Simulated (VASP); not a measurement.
# SnSe (Fm-3m) in VASP: a series of runs, part 2 of 2

VASP 6.6.1.

### Step 4. Electric field gradients, PBEsol

This run uses another cell than the first one, of 27.27 Å³/atom, 1.064 times its volume.

File INCAR:

```
PREC = Accurate
ENCUT = 520
EDIFF = 1E-8
ISMEAR = -1
SIGMA = 0.01
LREAL = False
LASPH = True
NELM = 60
ALGO = Normal
ISIF = 2
LWAVE = False
LCHARG = False
GGA = PS
LEFG = True
NBANDS = 17
```

File KPOINTS:

```
Automatic mesh
0
Gamma
  7 7 7
```

File POSCAR:

```
SnSe
1.0
    0.0000000000      3.0100000000      3.0100000000
    3.0100000000      0.0000000000      3.0100000000
    3.0100000000      3.0100000000      0.0000000000
Sn Se
1 1
Direct
    0.0000000000      0.0000000000      0.0000000000
    0.5000000000      0.5000000000      0.5000000000
```

Potentials or basis: VASP PAW PBE potentials, release 64 (Sn_d, Se).

The run is started by

```bash
$ cat potpaw_PBE.64/Sn_d/POTCAR potpaw_PBE.64/Se/POTCAR > POTCAR
$ mpirun -np 1 vasp_std > vasp.out
```

OUTCAR:

```text
PREC = Accurate
   ENCUT = 520
   EDIFF = 1E-8
   ISMEAR = -1
   LREAL = False
   LASPH = True
   NELM = 60
   ISIF = 2
   GGA = PS

 ion  position               nearest neighbor table
   1  0.000  0.000  0.000-   2 3.01   2 3.01   2 3.01   2 3.01   2 3.01   2 3.01
   2  0.500  0.500  0.500-   1 3.01   1 3.01   1 3.01   1 3.01   1 3.01   1 3.01

  LATTYP: Found a face centered cubic cell.
 ALAT       =     6.0200000000

  Lattice vectors:

 A1 = (   0.0000000000,   3.0100000000,   3.0100000000)
 A2 = (   3.0100000000,   0.0000000000,   3.0100000000)
 A3 = (   3.0100000000,   3.0100000000,   0.0000000000)

Analysis of symmetry for initial positions (statically):
=====================================================================
 Subroutine PRICEL returns:
 Original cell was already a primitive cell.

 Routine SETGRP: Setting up the symmetry group for a
 face centered cubic supercell.

 Subroutine GETGRP returns: Found 48 space group operations
 (whereof 48 operations were pure point group operations)
 out of a pool of 48 trial point group operations.

The static configuration has the point symmetry O_h .

Analysis of symmetry for dynamics (positions and initial velocities):
=====================================================================
 Subroutine PRICEL returns:
 Original cell was already a primitive cell.

 Routine SETGRP: Setting up the symmetry group for a
 face centered cubic supercell.

 Subroutine GETGRP returns: Found 48 space group operations
 (whereof 48 operations were pure point group operations)
 out of a pool of 48 trial point group operations.

The dynamic configuration has the point symmetry O_h .

 Subroutine INISYM returns: Found 48 space group operations
 (whereof 48 operations are pure point group operations),
 and found     1 'primitive' translations

----------------------------------------------------------------------------------------

                                     Primitive cell

  volume of cell :      54.5418

  direct lattice vectors                    reciprocal lattice vectors
     0.000000000  3.010000000  3.010000000    -0.166112957  0.166112957  0.166112957
     3.010000000  0.000000000  3.010000000     0.166112957 -0.166112957  0.166112957
     3.010000000  3.010000000  0.000000000     0.166112957  0.166112957 -0.166112957

  length of vectors
     4.256782823  4.256782823  4.256782823     0.287716081  0.287716081  0.287716081

  position of ions in fractional coordinates (direct lattice)
     0.000000000  0.000000000  0.000000000
     0.500000000  0.500000000  0.500000000

  ion indices of the primitive-cell ions
   primitive index   ion index
                 1           1
                 2           2

----------------------------------------------------------------------------------------

 KPOINTS: Automatic mesh

[... 65 lines left out ...]
   NSW    =      0    number of steps for IOM
   IBRION =     -1    ionic relax: 0-MD 1-quasi-New 2-CG
   NFREE  =      0    steps in history (QN), initial steepest desc. (CG)
   ISIF   =      2    stress and relaxation
   ISYM   =      2    0-nonsym 1-usesym 2-fastsym
   POTIM  = 0.5000    time-step for ionic-motion
   TEBEG  =    0.0;   TEEND  =   0.0 temperature during run
   PSTRESS=    0.0 pullay stress
   NELECT =      20.0000    total number of electrons
   NUPDOWN=      -1.0000    fix difference up-down
   EMIN   =  10.00;   EMAX   =-10.00  energy-range for DOS
   EFERMI =   0.00;   METHOD = LEGACY
   ISMEAR =    -1;   SIGMA  =   0.01  broadening in eV -4-tet -1-fermi 0-gaus
   EFERMI_NEDOS =   21; number of points for ismear=-14 and -15
   IALGO  =     38    algorithm
   IMIX   =      4    mixing-type and parameters
     AMIX     =   0.40;   BMIX     =  1.00
     AMIX_MAG =   1.60;   BMIX_MAG =  1.00
  volume/ion in A,a.u.               =      27.27       184.03
  Fermi-wavevector in a.u.,A,eV,Ry     =   1.171768  2.214321 18.681350  1.373040
  Thomas-Fermi vector in A             =   2.308207
   LORBIT       =      0    0 simple, 1 ext, 2 COOP (PROOUT), +10 PAW based schemes
   GGA     = PS    functional components
   LHFCALC =     F    Hartree Fock is set to
   AEXX    =    0.0000 exact exchange contribution
   IVDW    =     0    specifies the selected vdW correction
   LEPSILON=     F    determine dielectric tensor
   LRPA    =     F    only Hartree local field effects (RPA)
 non-spin polarized calculation
  energy-cutoff  :      520.00
  volume of cell :       54.54
 maximum number of plane-waves:      1483
   NGX = 15   NGY = 15   NGZ = 15

 number of electron      20.0000005 magnetization

 Free energy of the ion-electron system (eV)
  ---------------------------------------------------
  ext. energy  EPLUGINS =         0.00000000
  ---------------------------------------------------
  free energy    TOTEN  =        -8.97425362 eV

  energy without entropy =       -8.97425362  energy(sigma->0) =       -8.97425362

 E-fermi :   5.5918     XC(G=0):  -9.7761

 val. band max:        5.3321582147   @ k =  -0.2857   0.1429   0.0000
 cond. band min:       6.0595579260   @ k =  -0.2857   0.1429   0.0000
 fundamental gap:      0.7273997114
 Fermi energy:         5.5918186872

 k-point     1 :       0.0000    0.0000    0.0000
  band No.  band energies     occupation
      1     -16.0442      2.00000
      2     -16.0442      2.00000
      3     -16.0442      2.00000
      4     -16.0435      2.00000
      5     -16.0435      2.00000
      6      -8.4346      2.00000
[... 377 lines left out ...]
      4     -16.0359      2.00000
      5     -16.0272      2.00000
      6      -7.2113      2.00000
[... 9 lines left out ...]
     16      16.8959      0.00000
     17      17.1089      0.00000

------------------------ aborting loop because EDIFF is reached ----------------------------------------

  FORCE on cell =-STRESS in cart. coord.  units (eV):
  Direction    XX          YY          ZZ          XY          YZ          ZX
  --------------------------------------------------------------------------------------
  -------------------------------------------------------------------------------------
  Total       -0.6380303     -0.6380303     -0.6380303      0.0000000      0.0000000     -0.0000000
  in kB      -18.7422794    -18.7422794    -18.7422794      0.0000000      0.0000000     -0.0000000
  external PRESSURE =     -18.7422794 kB  Pullay stress =       0.0000000 kB

 VOLUME and BASIS-vectors are now :
 -----------------------------------------------------------------------------
  energy-cutoff  :      520.00
  volume of cell :       54.54
      direct lattice vectors                 reciprocal lattice vectors
     0.000000000  3.010000000  3.010000000    -0.166112957  0.166112957  0.166112957
     3.010000000  0.000000000  3.010000000     0.166112957 -0.166112957  0.166112957
     3.010000000  3.010000000  0.000000000     0.166112957  0.166112957 -0.166112957

 POSITION                                       TOTAL-FORCE (eV/Angst)
 -----------------------------------------------------------------------------------
      0.00000      0.00000      0.00000        -0.000000      0.000000     -0.000000
      3.01000      3.01000      3.01000         0.000000     -0.000000      0.000000
 -----------------------------------------------------------------------------------
    total drift:                                0.000000     -0.000000     -0.000000

  FREE ENERGIE OF THE ION-ELECTRON SYSTEM (eV)
  ---------------------------------------------------
  free  energy   TOTEN  =        -8.9742536156 eV

  energy  without entropy=       -8.9742536156  energy(sigma->0) =       -8.97425362

 Electric field gradients (V/A^2)
---------------------------------------------------------------------
 ion       V_xx      V_yy      V_zz      V_xy      V_xz      V_yz
---------------------------------------------------------------------
   1       0.000     0.000    -0.000     0.002     0.002     0.002
   2      -0.000     0.000    -0.000    -0.000    -0.000    -0.000
---------------------------------------------------------------------

 Electric field gradients after diagonalization (V/A^2)
 (convention: |V_zz| > |V_xx| > |V_yy|)
----------------------------------------------------------------------
 ion       V_xx      V_yy      V_zz     asymmetry (V_yy - V_xx)/ V_zz
----------------------------------------------------------------------
   1      -0.002    -0.002     0.003       0.000
   2       0.000     0.000    -0.000       0.000
----------------------------------------------------------------------

           NMR quadrupolar parameters

 Cq : quadrupolar parameter    Cq=e*Q*V_zz/h
 eta: asymmetry parameters     (V_yy - V_xx)/ V_zz
 Q  : nuclear electric quadrupole moment in mb (millibarn)
----------------------------------------------------------------------
 ion       Cq(MHz)       eta       Q (mb)
----------------------------------------------------------------------
   1       0.000       0.000       1.000
   2      -0.000       0.000       1.000
----------------------------------------------------------------------
```

Wall time 13 s (1 thread of Intel Xeon 6975P-C, shared host); peak memory 0.18 GiB.

What came out:

| Quantity | Value |
| --- | --- |
| Free energy | -8.9743 eV |
| Pressure | -1.9 GPa |

Caveat: this odd mesh misses L, where the gap lies, so gap, dielectric constants and Born charges aren't listed; without QUAD_EFG the Cq values of the log hold for a quadrupole moment of 1 mb, not for the nuclei; the PAW data sets were made with another functional, which shifts forces and pressure a little; spin-orbit coupling is left out, which moves the levels of the heavy elements.
